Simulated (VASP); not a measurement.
Write the native input for VASP 6.6.1 that does the following.

| Property | Result |
| --- | --- |
| Task | single point |
| Functional | LDA |
| Potentials or basis | VASP PAW LDA potentials, release 64 (Pd, Al) |
| Cutoff | 500 eV |
| k mesh | 7 × 7 × 7 |
| Occupations | fermi-dirac, width 0.05 eV |
| Spin | no spin polarisation |
| Dipole correction | no |
| Further INCAR settings | ALGO = Normal; EDIFF = 1e-06; NBANDS = 18 |

The structure of Al3Pd lies in POSCAR:

```
Al3Pd
1.0
    4.0243200449      0.0000000000      0.0000000000
    0.0000000000      4.0243200449      0.0000000000
    0.0000000000      0.0000000000      4.0243200449
Pd Al
1 3
Direct
    0.0000000000      0.0000000000      0.0000000000
    0.5000000000      0.5000000000      0.0000000000
    0.5000000000      0.0000000000      0.5000000000
    0.0000000000      0.5000000000      0.5000000000
```

These files were run (other wordings do the same):

INCAR

```
SYSTEM = Al3Pd
ALGO     = Normal         ! electronic algorithm
EDIFF    = 1E-6           ! SCF threshold, eV
ENCUT    = 500            ! plane-wave cutoff, eV
GGA      = CA             ! functional
GGA_COMPAT= .FALSE.      
ISIF     = 2              ! what is computed and relaxed
ISMEAR   = -1             ! smearing method
LASPH    = .TRUE.         ! aspherical terms in the spheres
LCHARG   = .FALSE.        ! write CHGCAR
LREAL    = .FALSE.        ! projectors in reciprocal space
LWAVE    = .FALSE.        ! write WAVECAR
NBANDS   = 18             ! bands
NELM     = 120            ! most SCF steps
PREC     = Accurate       ! precision mode
SIGMA    = 0.05           ! smearing width, eV
```

KPOINTS

```
k-points
0
G
  7 7 7
  0 0 0
```

Potentials or basis: VASP PAW LDA potentials, release 64 (Pd, Al).

The run is started by

```console
$ cat potpaw_LDA.64/Pd/POTCAR potpaw_LDA.64/Al/POTCAR > POTCAR
$ mpirun -np 1 vasp_std > vasp.out
```

It gave:

```yaml
Pressure: -9.8 GPa
Band_gap_on_the_k_mesh: zero (an odd number of electrons rules out a gap without spin polarisation)
```

Caveat: the cell stands under tension.

Wall time 28 s on 1 thread of Intel Xeon 8259CL, on a shared host, peak memory 0.16 GiB.
